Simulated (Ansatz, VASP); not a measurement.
**One calculation of Ni3GeC, two programs**

```
Ni Ge C
1.0
     3.80871    0.00000    0.00000
     0.00000    3.80871    0.00000
     0.00000    0.00000    3.80871
Ni Ge C
3 1 1
Cartesian
  0.0000 1.9044 1.9044
  1.9044 1.9044 0.0000
  1.9044 0.0000 1.9044
  -0.1000 0.0000 0.0000
  1.9044 1.9044 1.9044
```

Alike in both runs: task single point; functional PBEsol; k mesh 5 × 5 × 5; occupations fermi-dirac, width 0.05 eV; collinear spin.

|  | VASP | Ansatz |
| --- | --- | --- |
| version | VASP 6.6.1 | Ansatz 0.2.0 |
| potentials or method | VASP PAW PBE potentials, release 64 (Ni, Ge_d, C) | plane waves, PAW |
| plane-wave cutoff (eV) | 520 | 420 |
| valence electrons in the cell | 48 | 72 |

```tsv
	VASP	Ansatz	Ansatz less VASP
rms of the force components (eV/Å)	0.072	0.071	-0.0015
net moment per atom (μB)	0.00	0.00	0.000
```

VASP's potentials were made for PBE, not for PBEsol. Atom by atom the forces differ by 0.002 eV/Å (rms over components). VASP's potentials hold 48 valence electrons a cell and Ansatz's 72, so a difference there can come from the potentials and not from the codes. Ansatz's warnings: seeded moment not kept.
